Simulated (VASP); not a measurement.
# CuO in VASP: a series of runs

CuO is run at these levels: PBEsol+D3(BJ), BLYP+D3(BJ); tasks: single point.

Everything below comes from runs of VASP 6.6.1. Logs are shortened: lines on timing, memory, paths and dates and some standing lists are left out, and cuts for length are marked.

### 1 The cell of the first run

The typed cell holds 6 atoms: a = 4.051 Å, b = 4.051 Å, c = 3.846 Å, α = 90.00°, β = 90.00°, γ = 90.00°.

### 2 Single point, PBEsol+D3(BJ)

File INCAR:

```
SYSTEM = CuO
PREC     = Accurate       ! precision mode
ENCUT    = 520            ! plane-wave cutoff, eV
EDIFF    = 1E-7           ! SCF threshold, eV
ISMEAR   = -1             ! smearing method
SIGMA    = 0.05           ! smearing width, eV
LREAL    = .False.        ! projectors in reciprocal space
LASPH    = .True.         ! aspherical terms in the spheres
NELM     = 80             ! most SCF steps
ALGO     = Normal         ! electronic algorithm
ISIF     = 2              ! what is computed and relaxed
LWAVE    = .False.        ! write WAVECAR
LCHARG   = .False.        ! write CHGCAR
GGA      = PS             ! functional
IVDW     = 12             ! dispersion correction
NBANDS   = 34             ! bands
```

File KPOINTS:

```
Automatic mesh
0
Gamma
  7 7 7
  0 0 0
```

File POSCAR:

```
CuO
1.0
    4.0508175882     -0.0000081312     -0.0000042636
   -0.0000081312      4.0508259258     -0.0000211278
   -0.0000039836     -0.0000197401      3.8459022870
Cu O
3 3
Direct
    1.0000219660      0.9999847264      1.0000017619
   -0.0000770679      0.4999877558      0.4999964970
    0.5000139762      1.0000589544      0.5000018743
    0.0000022560      0.4999892184      0.9999963455
    0.5000159224      0.9999983831      1.0000014390
    0.0000229273     -0.0000190481      0.5000020722
```

Potentials or basis: VASP PAW PBE potentials, release 64 (Cu, O).

Started as:

```bash
$ cat potpaw_PBE.64/Cu/POTCAR potpaw_PBE.64/O/POTCAR > POTCAR
$ mpirun -np 1 vasp_std > vasp.out
```

OUTCAR:

```text
SYSTEM = CuO
   PREC = Accurate
   ENCUT = 520
   EDIFF = 1E-7
   ISMEAR = -1
   LREAL = .False.
   LASPH = .True.
   NELM = 80
   ISIF = 2
   GGA = PS
   IVDW = 12
 IVDW          = 12

 ion  position               nearest neighbor table
   1  0.000  1.000  0.000-   6 1.92   6 1.92   5 2.03   4 2.03   4 2.03   5 2.03   3 2.79   3 2.79
                             2 2.79   2 2.79   2 2.79   3 2.79   3 2.79   2 2.79
   2  1.000  0.500  0.500-   4 1.92   4 1.92   6 2.03   6 2.03   1 2.79   1 2.79   1 2.79   1 2.79

   3  0.500  0.000  0.500-   5 1.92   5 1.92   6 2.03   6 2.03   1 2.79   1 2.79   1 2.79   1 2.79

   4  0.000  0.500  1.000-   2 1.92   2 1.92   1 2.03   1 2.03
   5  0.500  1.000  0.000-   3 1.92   3 1.92   1 2.03   1 2.03
   6  0.000  1.000  0.500-   1 1.92   1 1.92   3 2.03   2 2.03   2 2.03   3 2.03

  LATTYP: Found a simple tetragonal cell.
 ALAT       =     4.0508175882
 C/A-ratio  =     0.9494138414

  Lattice vectors:

 A1 = (   4.0508175882,  -0.0000081312,  -0.0000042636)
 A2 = (  -0.0000081312,   4.0508259258,  -0.0000211278)
 A3 = (  -0.0000039836,  -0.0000197401,   3.8459022870)

Analysis of symmetry for initial positions (statically):
=====================================================================
 Subroutine PRICEL returns:
 Original cell was already a primitive cell.

 Routine SETGRP: Setting up the symmetry group for a
 simple tetragonal supercell.

 Subroutine GETGRP returns: Found  1 space group operations
 (whereof  1 operations were pure point group operations)
 out of a pool of 16 trial point group operations.

The static configuration has the point symmetry C_1 .

Analysis of symmetry for dynamics (positions and initial velocities):
=====================================================================
 Subroutine PRICEL returns:
 Original cell was already a primitive cell.

 Routine SETGRP: Setting up the symmetry group for a
 simple tetragonal supercell.

 Subroutine GETGRP returns: Found  1 space group operations
 (whereof  1 operations were pure point group operations)
 out of a pool of 16 trial point group operations.

The dynamic configuration has the point symmetry C_1 .

 Subroutine INISYM returns: Found  1 space group operations
 (whereof  1 operations are pure point group operations),
 and found     1 'primitive' translations

----------------------------------------------------------------------------------------

                                     Primitive cell

  volume of cell :      63.1080

  direct lattice vectors                    reciprocal lattice vectors
     4.050817588 -0.000008131 -0.000004264     0.246863745  0.000000496  0.000000256
    -0.000008131  4.050825926 -0.000021128     0.000000496  0.246863237  0.000001267
    -0.000003984 -0.000019740  3.845902287     0.000000274  0.000001356  0.260017007

  length of vectors
     4.050817588  4.050825926  3.845902287     0.246863745  0.246863237  0.260017007

  position of ions in fractional coordinates (direct lattice)
     0.000021966  0.999984726  0.000001762
     0.999922932  0.499987756  0.499996497
     0.500013976  0.000058954  0.500001874
     0.000002256  0.499989218  0.999996346
     0.500015922  0.999998383  0.000001439
     0.000022927  0.999980952  0.500002072

  ion indices of the primitive-cell ions
   primitive index   ion index
                 1           1
                 2           2
                 3           3
                 4           4
                 5           5
                 6           6

----------------------------------------------------------------------------------------

 KPOINTS: Automatic mesh

Automatic generation of k-mesh.
 Grid dimensions read from file:
 generate k-points for:    7    7    7

 Generating k-lattice:

  Cartesian coordinates                     Fractional coordinates (reciprocal lattice)
     0.035266249  0.000000071  0.000000037     0.142857143  0.000000000  0.000000000
     0.000000071  0.035266177  0.000000181    -0.000000000  0.142857143  0.000000000
     0.000000039  0.000000194  0.037145287     0.000000000  0.000000000  0.142857143

  Length of vectors
     0.035266249  0.035266177  0.037145287

  Shift w.r.t. Gamma in fractional coordinates (k-lattice)
     0.000000000  0.000000000  0.000000000

 Subroutine IBZKPT returns following result:
 ===========================================

 Found    172 irreducible k-points:

 Following reciprocal coordinates:
            Coordinates               Weight
  0.000000  0.000000  0.000000      1.000000
  0.142857 -0.000000  0.000000      2.000000
 -0.000000  0.142857  0.000000      2.000000
  0.285714  0.000000  0.000000      2.000000
 -0.000000  0.285714  0.000000      2.000000
  0.428571 -0.000000  0.000000      2.000000
[... 16 lines left out ...]
  0.285714  0.428571  0.000000      2.000000
  0.428571  0.428571 -0.000000      2.000000
 [... further k-points ...]
   k-points           NKPTS =    172   k-points in BZ     NKDIM =    172   number of bands    NBANDS=     34
   number of dos      NEDOS =    301   number of ions     NIONS =      6
   total plane-waves  NPLWV =  27000
   dimension x,y,z NGX =    30 NGY =   30 NGZ =   30
   dimension x,y,z NGXF=    60 NGYF=   60 NGZF=   60
   ions per type =               3   3
   NGX,Y,Z   is equivalent  to a cutoff of  12.31, 12.31, 12.97 a.u.
   NGXF,Y,Z  is equivalent  to a cutoff of  24.62, 24.62, 25.94 a.u.
 SYSTEM =  CuO
   PREC   = accura    normal or accurate (medium, high low for compatibility)
   ISTART =      0    job   : 0-new  1-cont  2-samecut
   ICHARG =      2    charge: 1-file 2-atom 10-const
   ISPIN  =      1    spin polarized calculation?
   LNONCOLLINEAR =      F non collinear calculations
   LSORBIT =      F    spin-orbit coupling
   LASPH  =      T    aspherical Exc in radial PAW
   ENCUT  =  520.0 eV  38.22 Ry    6.18 a.u.   7.53  7.53  7.15*2*pi/ulx,y,z
   NELM   =     80;   NELMIN=  2; NELMDL= -5     # of ELM steps
   EDIFF  = 0.1E-06   stopping-criterion for ELM
   LREAL  =      F    real-space projection
   EDIFFG = 0.1E-05   stopping-criterion for IOM
   NSW    =      0    number of steps for IOM
   IBRION =     -1    ionic relax: 0-MD 1-quasi-New 2-CG
   NFREE  =      0    steps in history (QN), initial steepest desc. (CG)
   ISIF   =      2    stress and relaxation
   ISYM   =      2    0-nonsym 1-usesym 2-fastsym
   POTIM  = 0.5000    time-step for ionic-motion
   TEBEG  =    0.0;   TEEND  =   0.0 temperature during run
   PSTRESS=    0.0 pullay stress
   NELECT =      51.0000    total number of electrons
   NUPDOWN=      -1.0000    fix difference up-down
   EMIN   =  10.00;   EMAX   =-10.00  energy-range for DOS
   EFERMI =   0.00;   METHOD = LEGACY
   ISMEAR =    -1;   SIGMA  =   0.05  broadening in eV -4-tet -1-fermi 0-gaus
   EFERMI_NEDOS =   21; number of points for ismear=-14 and -15
   IALGO  =     38    algorithm
   IMIX   =      4    mixing-type and parameters
     AMIX     =   0.40;   BMIX     =  1.00
     AMIX_MAG =   1.60;   BMIX_MAG =  1.00
  volume/ion in A,a.u.               =      10.52        70.98
  Fermi-wavevector in a.u.,A,eV,Ry     =   1.524884  2.881612 31.637223  2.325270
  Thomas-Fermi vector in A             =   2.633130
   LORBIT       =      0    0 simple, 1 ext, 2 COOP (PROOUT), +10 PAW based schemes
   GGA     = PS    functional components
   LHFCALC =     F    Hartree Fock is set to
   AEXX    =    0.0000 exact exchange contribution
   IVDW    =    12    specifies the selected vdW correction
   LEPSILON=     F    determine dielectric tensor
   LRPA    =     F    only Hartree local field effects (RPA)
 non-spin polarized calculation
  energy-cutoff  :      520.00
  volume of cell :       63.11
 maximum number of plane-waves:      1715
 NGX is ok and might be reduce to    30
   NGX = 15   NGY = 15   NGZ = 15

 number of electron      50.9999962 magnetization

 Free energy of the ion-electron system (eV)
  ---------------------------------------------------
  ext. energy  EPLUGINS =         0.00000000
  ---------------------------------------------------
  free energy    TOTEN  =       -30.56347575 eV

  energy without entropy =      -30.53631055  energy(sigma->0) =      -30.54989315

 E-fermi :   4.7394     XC(G=0): -11.8080

 val. band max:        4.7255237652   @ k =  -0.4286   0.2857  -0.2857
 cond. band min:       4.8040420833   @ k =  -0.0000   0.1429   0.4286
 fundamental gap:      0.0785183181
 Fermi energy:         4.7393584167

 k-point     1 :       0.0000    0.0000    0.0000
  band No.  band energies     occupation
      1     -15.5352      2.00000
      2     -13.3065      2.00000
      3     -12.7793      2.00000
      4      -1.6956      2.00000
      5      -1.5279      2.00000
      6      -1.5279      2.00000
[... 26 lines left out ...]
     33      15.9456      0.00000
     34      16.4606      0.00000

 k-point     2 :       0.1429   -0.0000    0.0000
  band No.  band energies     occupation
      1     -15.4908      2.00000
      2     -13.2853      2.00000
      3     -12.8116      2.00000
      4      -1.7021      2.00000
      5      -1.6710      2.00000
      6      -1.5326      2.00000
[... 26 lines left out ...]
     33      16.4466      0.00000
     34      16.5574      0.00000

 k-point     3 :      -0.0000    0.1429    0.0000
  band No.  band energies     occupation
      1     -15.4908      2.00000
      2     -13.2853      2.00000
      3     -12.8116      2.00000
      4      -1.7021      2.00000
      5      -1.6710      2.00000
      6      -1.5326      2.00000
[... 26 lines left out ...]
     33      16.4466      0.00000
     34      16.5574      0.00000

 k-point     4 :       0.2857    0.0000    0.0000
  band No.  band energies     occupation
      1     -15.3859      2.00000
      2     -13.2273      2.00000
      3     -12.8993      2.00000
      4      -2.0040      2.00000
      5      -1.6072      2.00000
      6      -1.5433      2.00000
[... 26 lines left out ...]
     33      16.4081      0.00000
     34      17.5579      0.00000

 k-point     5 :      -0.0000    0.2857    0.0000
  band No.  band energies     occupation
      1     -15.3859      2.00000
      2     -13.2273      2.00000
      3     -12.8993      2.00000
      4      -2.0040      2.00000
      5      -1.6072      2.00000
      6      -1.5434      2.00000
[... 621 lines left out ...]
 k-point    22 :      -0.4286    0.2857   -0.0000
  band No.  band energies     occupation
      1     -15.1497      2.00000
      2     -13.1196      2.00000
      3     -13.0424      2.00000
      4      -2.2144      2.00000
      5      -2.0642      2.00000
      6      -1.4791      2.00000
[... 26 lines left out ...]
     33      16.5959      0.00000
     34      17.9690      0.00000

 k-point    23 :       0.2857    0.4286    0.0000
  band No.  band energies     occupation
      1     -15.1497      2.00000
      2     -13.1196      2.00000
      3     -13.0424      2.00000
      4      -2.2144      2.00000
      5      -2.0643      2.00000
      6      -1.4791      2.00000
[... 26 lines left out ...]
     33      16.5959      0.00000
     34      17.9766      0.00000

 k-point    24 :       0.4286    0.4286   -0.0000
  band No.  band energies     occupation
      1     -15.0618      2.00000
      2     -13.0987      2.00000
      3     -13.0731      2.00000
      4      -2.2496      2.00000
      5      -2.2076      2.00000
      6      -1.4320      2.00000
[... 26 lines left out ...]
     33      16.7848      0.00000
     34      17.8108      0.00000

 [... further k-points ...]

------------------------ aborting loop because EDIFF is reached ----------------------------------------

 Edisp (eV)   -1.36200

 E8    (eV) :    -0.8293

  FORCE on cell =-STRESS in cart. coord.  units (eV):
  Direction    XX          YY          ZZ          XY          YZ          ZX
  --------------------------------------------------------------------------------------
  -------------------------------------------------------------------------------------
  Total       0.16402     0.16396     0.47259     0.00004     0.00014     0.00003
  in kB       4.16401     4.16262    11.99796     0.00108     0.00367     0.00075
  external pressure =        6.77 kB  Pullay stress =        0.00 kB

 VOLUME and BASIS-vectors are now :
 -----------------------------------------------------------------------------
  energy-cutoff  :      520.00
  volume of cell :       63.11
      direct lattice vectors                 reciprocal lattice vectors
     4.050817588 -0.000008131 -0.000004264     0.246863745  0.000000496  0.000000256
    -0.000008131  4.050825926 -0.000021128     0.000000496  0.246863237  0.000001267
    -0.000003984 -0.000019740  3.845902287     0.000000274  0.000001356  0.260017007

 POSITION                                       TOTAL-FORCE (eV/Angst)
 -----------------------------------------------------------------------------------
      0.00008      4.05076     -0.00001        -0.000003     -0.000032     -0.000052
      4.05050      2.02535      1.92292         0.000250      0.000043      0.000032
      2.02546      0.00022      1.92296         0.000012     -0.000199     -0.000010
      0.00000      2.02535      3.84588        -0.000108     -0.000094      0.000050
      2.02547      4.05082     -0.00002         0.000087      0.000091      0.000036
      0.00008      4.05074      1.92294        -0.000237      0.000190     -0.000055
 -----------------------------------------------------------------------------------
    total drift:                               -0.000005      0.000001      0.000002

  FREE ENERGIE OF THE ION-ELECTRON SYSTEM (eV)
  ---------------------------------------------------
  free  energy   TOTEN  =       -31.9254714917 eV

  energy  without entropy=      -31.8983062929  energy(sigma->0) =      -31.91188889
```

Wall time 3.9 min (1 thread of Intel Xeon 6975P-C (Granite Rapids), shared host); peak memory 0.39 GiB.

Results:

```
Free energy                : -31.9255 eV
Pressure                   : 0.7 GPa
Band gap on the k mesh     : zero (an odd number of electrons rules out a gap without spin polarisation)
Dispersion energy per atom : -0.227 eV
```

Caveat: the PAW data sets were made with another functional, which shifts forces and pressure a little; an odd number of electrons without spin polarisation forces a metal; a magnetic or distorted state may lie lower; semilocal functionals often make such compounds metallic where correlation or magnetic order opens a gap, which also shifts bond lengths.

### 3 Single point, BLYP+D3(BJ)

This run uses another cell than the first one, of 11.13 Å³/atom.

File INCAR:

```
  PREC = Accurate
  ENCUT = 520
  EDIFF = 1E-6
  ISMEAR = -1
  SIGMA = 0.05
  LREAL = F
  LASPH = T
  NELM = 80
  ALGO = Normal
  ISIF = 2
  LWAVE = F
  LCHARG = F
  GGA = B5
  ALDAX = 1.0
  AGGAX = 1.0
  AGGAC = 1.0
  ALDAC = 0.0
  IVDW = 12
  VDW_S6 = 1.0
  VDW_S8 = 2.6996
  VDW_A1 = 0.4298
  VDW_A2 = 4.2359
  NBANDS = 34
```

File KPOINTS:

```
Automatic mesh
0
Gamma
  7 7 7
```

File POSCAR:

```
CuO
1.0
    4.1393985687     -0.0000038036      0.0000070619
   -0.0000038036      4.1393995814      0.0000026725
    0.0000065980      0.0000024970      3.8980558033
Cu O
3 3
Direct
    1.0000121413      1.0000081143      0.9999999847
   -0.0000350132      0.5000041128      0.4999994853
    0.5000051320      0.9999774422      0.5000001986
   -0.0000012508      0.5000057795      0.9999997755
    0.5000101349      0.9999979117      1.0000001913
    0.0000088358      0.0000066295      0.5000003545
```

Potentials or basis: VASP PAW PBE potentials, release 64 (Cu, O).

Started as:

```bash
$ cat potpaw_PBE.64/Cu/POTCAR potpaw_PBE.64/O/POTCAR > POTCAR
$ mpirun -np 1 vasp_std > vasp.out
```

Wall time 2.2 min (1 thread of Intel Xeon 6975P-C (Granite Rapids), shared host); peak memory 0.31 GiB.

The run converged. Its results:

| Property | Result |
| --- | --- |
| Free energy | -28.8939 eV |
| Pressure | 0.7 GPa |
| Band gap on the k mesh | zero (an odd number of electrons rules out a gap without spin polarisation) |
| Dispersion energy per atom | -0.546 eV |

Stress tensor (GPa, compression positive):
```
0.36 0.00 0.00
0.00 0.35 0.00
0.00 0.00 1.37
```

Levels at points of the mesh, in eV from the Fermi level:
```
           k point  band 24  band 25  band 26  band 27  band 28  band 29
(0.00, 0.00, 0.00)    -1.50    -1.41    -1.41    -1.40     1.43     6.24
```

Caveat: the PAW data sets were made with another functional, which shifts forces and pressure a little; an odd number of electrons without spin polarisation forces a metal; a magnetic or distorted state may lie lower; semilocal functionals often make such compounds metallic where correlation or magnetic order opens a gap, which also shifts bond lengths.

The gap in the log of VASP goes by the Fermi energy; the results here count the filled bands.